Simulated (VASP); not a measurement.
# Ge (I4_1/amd) in VASP: single point with PBE

Aim: the single point of Ge with PBE.

Everything below comes from runs of VASP 6.6.1. Logs are shortened: lines on timing, memory, paths and dates and some standing lists are left out, and cuts for length are marked.

## (1) The cell of the first run

It takes space group I4_1/amd (No. 141, tetragonal). The conventional cell has a = 3.936 Å, b = 3.936 Å, c = 5.845 Å, α = 90.00°, β = 90.00°, γ = 90.00°. Within 3.2 Å of Ge (site symmetry -4m2) lie 4 Ge at 2.45 Å.

## (2) Single point, PBE

The input, INCAR:

```
ALGO = Normal
EDIFF = 1E-7
ENCUT = 520
GGA = PE
ISIF = 2
ISMEAR = 0
LASPH = T
LCHARG = T
LELF = T
LREAL = F
LVHAR = T
LWAVE = F
NBANDS = 21
NELM = 80
PREC = Accurate
SIGMA = 0.15
```

The input, KPOINTS:

```
k-points
0
Gamma
  16 16 16
```

The input, POSCAR:

```
Ge
1.0
    0.0000000000      2.7831366976      2.9222935325
    2.7831366976      0.0000000000      2.9222935325
    2.7831366976      2.7831366976      0.0000000000
Ge
2
Direct
    0.5000000000      0.5000000000      0.5000000000
    0.7500000000      0.7500000000      0.7500000000
```

Potentials or basis: VASP PAW PBE potentials, release 64 (Ge_d).

On the command line:

```console
$ cat potpaw_PBE.64/Ge_d/POTCAR > POTCAR
$ mpirun -np 1 vasp_std > vasp.out
```

OUTCAR:

```text
EDIFF = 1E-7
   ENCUT = 520
   GGA = PE
   ISIF = 2
   ISMEAR = 0
   LASPH = T
   LREAL = F
   NELM = 80
   PREC = Accurate

 ion  position               nearest neighbor table
   1  0.500  0.500  0.500-   2 2.45   2 2.45   2 2.45   2 2.45
   2  0.750  0.750  0.750-   1 2.45   1 2.45   1 2.45   1 2.45

  LATTYP: Found a body centered tetragonal cell.
 ALAT       =     3.9359496637
 C/A-ratio  =     1.4849242405

  Lattice vectors:

 A1 = (  -2.7831366976,   0.0000000000,   2.9222935325)
 A2 = (   2.7831366976,   0.0000000000,   2.9222935325)
 A3 = (   0.0000000000,   2.7831366976,  -2.9222935325)

Analysis of symmetry for initial positions (statically):
=====================================================================
 Subroutine PRICEL returns:
 Original cell was already a primitive cell.

 Routine SETGRP: Setting up the symmetry group for a
 body centered tetragonal supercell.

 Subroutine GETGRP returns: Found 16 space group operations
 (whereof  8 operations were pure point group operations)
 out of a pool of 16 trial point group operations.

The static configuration has the point symmetry D_2d.
 The point group associated with its full space group is D_4h.

Analysis of symmetry for dynamics (positions and initial velocities):
=====================================================================
 Subroutine PRICEL returns:
 Original cell was already a primitive cell.

 Routine SETGRP: Setting up the symmetry group for a
 body centered tetragonal supercell.

 Subroutine GETGRP returns: Found 16 space group operations
 (whereof  8 operations were pure point group operations)
 out of a pool of 16 trial point group operations.

The dynamic configuration has the point symmetry D_2d.
 The point group associated with its full space group is D_4h.

 Subroutine INISYM returns: Found 16 space group operations
 (whereof  8 operations are pure point group operations),
 and found     1 'primitive' translations

----------------------------------------------------------------------------------------

                                     Primitive cell

  volume of cell :      45.2713

  direct lattice vectors                    reciprocal lattice vectors
     0.000000000  2.783136698  2.922293532    -0.179653411  0.179653411  0.171098486
     2.783136698  0.000000000  2.922293532     0.179653411 -0.179653411  0.171098486
     2.783136698  2.783136698  0.000000000     0.179653411  0.179653411 -0.171098486

  length of vectors
     4.035548212  4.035548212  3.935949664     0.306309301  0.306309301  0.306309301

  position of ions in fractional coordinates (direct lattice)
     0.500000000  0.500000000  0.500000000
     0.750000000  0.750000000  0.750000000

  ion indices of the primitive-cell ions
   primitive index   ion index
                 1           1
                 2           2

----------------------------------------------------------------------------------------

 KPOINTS: k-points

Automatic generation of k-mesh.
 Grid dimensions read from file:
 generate k-points for:   16   16   16

 Generating k-lattice:

  Cartesian coordinates                     Fractional coordinates (reciprocal lattice)
    -0.011228338  0.011228338  0.010693655     0.062500000  0.000000000  0.000000000
     0.011228338 -0.011228338  0.010693655     0.000000000  0.062500000  0.000000000
     0.011228338  0.011228338 -0.010693655     0.000000000  0.000000000  0.062500000

  Length of vectors
     0.019144331  0.019144331  0.019144331

  Shift w.r.t. Gamma in fractional coordinates (k-lattice)
     0.000000000  0.000000000  0.000000000

 Subroutine IBZKPT returns following result:
 ===========================================

 Found    349 irreducible k-points:

 Following reciprocal coordinates:
            Coordinates               Weight
  0.000000  0.000000  0.000000      1.000000
  0.062500 -0.000000  0.000000      8.000000
  0.125000 -0.000000  0.000000      8.000000
  0.187500 -0.000000  0.000000      8.000000
  0.250000 -0.000000  0.000000      8.000000
  0.312500 -0.000000  0.000000      8.000000
[... 16 lines left out ...]
 -0.125000  0.062500  0.000000      8.000000
 -0.062500  0.062500  0.000000      4.000000
 [... further k-points ...]
   k-points           NKPTS =    349   k-points in BZ     NKDIM =    349   number of bands    NBANDS=     21
   number of dos      NEDOS =    301   number of ions     NIONS =      2
   total plane-waves  NPLWV =  27000
   dimension x,y,z NGX =    30 NGY =   30 NGZ =   30
   dimension x,y,z NGXF=    60 NGYF=   60 NGZF=   60
   ions per type =               2
   NGX,Y,Z   is equivalent  to a cutoff of  12.36, 12.36, 12.67 a.u.
   NGXF,Y,Z  is equivalent  to a cutoff of  24.72, 24.72, 25.34 a.u.
 SYSTEM =  unknown system
   PREC   = accura    normal or accurate (medium, high low for compatibility)
   ISTART =      0    job   : 0-new  1-cont  2-samecut
   ICHARG =      2    charge: 1-file 2-atom 10-const
   ISPIN  =      1    spin polarized calculation?
   LNONCOLLINEAR =      F non collinear calculations
   LSORBIT =      F    spin-orbit coupling
   LASPH  =      T    aspherical Exc in radial PAW
   ENCUT  =  520.0 eV  38.22 Ry    6.18 a.u.   7.50  7.50  7.32*2*pi/ulx,y,z
   NELM   =     80;   NELMIN=  2; NELMDL= -5     # of ELM steps
   EDIFF  = 0.1E-06   stopping-criterion for ELM
   LREAL  =      F    real-space projection
   EDIFFG = 0.1E-05   stopping-criterion for IOM
   NSW    =      0    number of steps for IOM
   IBRION =     -1    ionic relax: 0-MD 1-quasi-New 2-CG
   NFREE  =      0    steps in history (QN), initial steepest desc. (CG)
   ISIF   =      2    stress and relaxation
   ISYM   =      2    0-nonsym 1-usesym 2-fastsym
   POTIM  = 0.5000    time-step for ionic-motion
   TEBEG  =    0.0;   TEEND  =   0.0 temperature during run
   PSTRESS=    0.0 pullay stress
   NELECT =      28.0000    total number of electrons
   NUPDOWN=      -1.0000    fix difference up-down
   EMIN   =  10.00;   EMAX   =-10.00  energy-range for DOS
   EFERMI =   0.00;   METHOD = LEGACY
   ISMEAR =     0;   SIGMA  =   0.15  broadening in eV -4-tet -1-fermi 0-gaus
   EFERMI_NEDOS =   21; number of points for ismear=-14 and -15
   IALGO  =     38    algorithm
   IMIX   =      4    mixing-type and parameters
     AMIX     =   0.40;   BMIX     =  1.00
     AMIX_MAG =   1.60;   BMIX_MAG =  1.00
  volume/ion in A,a.u.               =      22.64       152.75
  Fermi-wavevector in a.u.,A,eV,Ry     =   1.394825  2.635838 26.470653  1.945538
  Thomas-Fermi vector in A             =   2.518337
   LORBIT       =      0    0 simple, 1 ext, 2 COOP (PROOUT), +10 PAW based schemes
   GGA     = PE    functional components
   LHFCALC =     F    Hartree Fock is set to
   AEXX    =    0.0000 exact exchange contribution
   IVDW    =     0    specifies the selected vdW correction
   LEPSILON=     F    determine dielectric tensor
   LRPA    =     F    only Hartree local field effects (RPA)
 non-spin polarized calculation
 Gauss-broadening in eV      SIGMA  =   0.15
  energy-cutoff  :      520.00
  volume of cell :       45.27
 maximum number of plane-waves:      1251
   NGX = 15   NGY = 15   NGZ = 15

 number of electron      28.0000038 magnetization

 Free energy of the ion-electron system (eV)
  ---------------------------------------------------
  ext. energy  EPLUGINS =         0.00000000
  ---------------------------------------------------
  free energy    TOTEN  =        -8.99323496 eV

  energy without entropy =       -8.99265960  energy(sigma->0) =       -8.99294728

 E-fermi :   5.1009     XC(G=0):  -9.9289

 val. band max:        5.0533810467   @ k =  -0.0625   0.0625   0.0000
 cond. band min:       5.1276493747   @ k =   0.0000   0.0000   0.0000
 fundamental gap:      0.0742683280
 Fermi energy:         5.1008604254

 k-point     1 :       0.0000    0.0000    0.0000
  band No.  band energies     occupation
      1     -19.8250      2.00000
      2     -19.8250      2.00000
      3     -19.8137      2.00000
      4     -19.7870      2.00000
      5     -19.7831      2.00000
      6     -19.5892      2.00000
[... 13 lines left out ...]
     20      13.9292      0.00000
     21      14.9776      0.00000

 k-point     2 :       0.0625   -0.0000    0.0000
  band No.  band energies     occupation
      1     -19.8275      2.00000
      2     -19.8251      2.00000
      3     -19.8159      2.00000
      4     -19.7830      2.00000
      5     -19.7799      2.00000
      6     -19.5909      2.00000
[... 13 lines left out ...]
     20      13.5976      0.00000
     21      14.5271      0.00000

 k-point     3 :       0.1250   -0.0000    0.0000
  band No.  band energies     occupation
      1     -19.8331      2.00000
      2     -19.8269      2.00000
      3     -19.8179      2.00000
      4     -19.7744      2.00000
      5     -19.7725      2.00000
      6     -19.5951      2.00000
[... 13 lines left out ...]
     20      13.1902      0.00000
     21      13.9277      0.00000

 k-point     4 :       0.1875   -0.0000    0.0000
  band No.  band energies     occupation
      1     -19.8391      2.00000
      2     -19.8309      2.00000
      3     -19.8165      2.00000
      4     -19.7647      2.00000
      5     -19.7639      2.00000
      6     -19.6002      2.00000
[... 13 lines left out ...]
     20      13.2073      0.00000
     21      13.5376      0.00000

 k-point     5 :       0.2500   -0.0000    0.0000
  band No.  band energies     occupation
      1     -19.8442      2.00000
      2     -19.8344      2.00000
      3     -19.8137      2.00000
      4     -19.7562      2.00000
      5     -19.7560      2.00000
      6     -19.6050      2.00000
[... 13 lines left out ...]
     20      13.4070      0.00000
     21      13.4669      0.00000
[... 382 lines left out ...]
     20      13.1571      0.00000
     21      14.3372      0.00000

 k-point    22 :      -0.1875    0.0625    0.0000
  band No.  band energies     occupation
      1     -19.8442      2.00000
      2     -19.8281      2.00000
      3     -19.8134      2.00000
      4     -19.7666      2.00000
      5     -19.7552      2.00000
      6     -19.6078      2.00000
[... 13 lines left out ...]
     20      13.2223      0.00000
     21      13.8071      0.00000

 k-point    23 :      -0.1250    0.0625    0.0000
  band No.  band energies     occupation
      1     -19.8385      2.00000
      2     -19.8229      2.00000
      3     -19.8175      2.00000
      4     -19.7751      2.00000
      5     -19.7644      2.00000
      6     -19.5991      2.00000
[... 13 lines left out ...]
     20      13.2721      0.00000
     21      13.6984      0.00000

 k-point    24 :      -0.0625    0.0625    0.0000
  band No.  band energies     occupation
      1     -19.8323      2.00000
      2     -19.8227      2.00000
      3     -19.8166      2.00000
      4     -19.7818      2.00000
      5     -19.7734      2.00000
      6     -19.5892      2.00000
[... 13 lines left out ...]
     20      13.8212      0.00000
     21      13.8468      0.00000

 [... further k-points ...]

------------------------ aborting loop because EDIFF is reached ----------------------------------------

  FORCE on cell =-STRESS in cart. coord.  units (eV):
  Direction    XX          YY          ZZ          XY          YZ          ZX
  --------------------------------------------------------------------------------------
  -------------------------------------------------------------------------------------
  Total        1.3727349      1.3727349      0.3171023      0.0000000      0.0000000      0.0000000
  in kB       48.5818833     48.5818833     11.2224325      0.0000000      0.0000000      0.0000000
  external PRESSURE =      36.1287331 kB  Pullay stress =       0.0000000 kB

 VOLUME and BASIS-vectors are now :
 -----------------------------------------------------------------------------
  energy-cutoff  :      520.00
  volume of cell :       45.27
      direct lattice vectors                 reciprocal lattice vectors
     0.000000000  2.783136698  2.922293532    -0.179653411  0.179653411  0.171098486
     2.783136698  0.000000000  2.922293532     0.179653411 -0.179653411  0.171098486
     2.783136698  2.783136698  0.000000000     0.179653411  0.179653411 -0.171098486

 POSITION                                       TOTAL-FORCE (eV/Angst)
 -----------------------------------------------------------------------------------
      2.78314      2.78314      2.92229        -0.000000     -0.000000     -0.000000
      4.17471      4.17471      4.38344         0.000000      0.000000      0.000000
 -----------------------------------------------------------------------------------
    total drift:                                0.000000     -0.000000      0.000000

  FREE ENERGIE OF THE ION-ELECTRON SYSTEM (eV)
  ---------------------------------------------------
  free  energy   TOTEN  =        -8.9932349619 eV

  energy  without entropy=       -8.9926595994  energy(sigma->0) =       -8.99294728
```

Wall time 4.1 min (1 thread of Intel Xeon Platinum 8488C (Sapphire Rapids), shared host); peak memory 0.36 GiB.

Results:

| Quantity | Value |
| --- | --- |
| Free energy | -8.9932 eV |
| Pressure | 3.6 GPa |
| Band gap on the k mesh | zero (filled and empty bands touch) |

Levels at points of the mesh, in eV from the Fermi level:
| k point | band 12 | band 13 | band 14 | band 15 | band 16 | band 17 |
| --- | --- | --- | --- | --- | --- | --- |
| (0.00, 0.00, 0.00) | -0.37 | -0.10 | 0.03 | 0.03 | 2.38 | 2.38 |
| (0.50, 0.00, 0.00) | -7.70 | -1.73 | -1.28 | 0.03 | 3.55 | 3.80 |
| (0.50, 0.50, 0.00) | -9.15 | -2.94 | -2.94 | 0.92 | 0.92 | 9.37 |
| (0.50, 0.00, 0.50) | -8.91 | -3.28 | -3.28 | 0.52 | 0.52 | 9.28 |

Caveat: the cell stands under pressure; semilocal functionals underestimate gaps, and a narrow one can read as zero.

The gap in the log of VASP goes by the Fermi energy; the results here count the filled bands.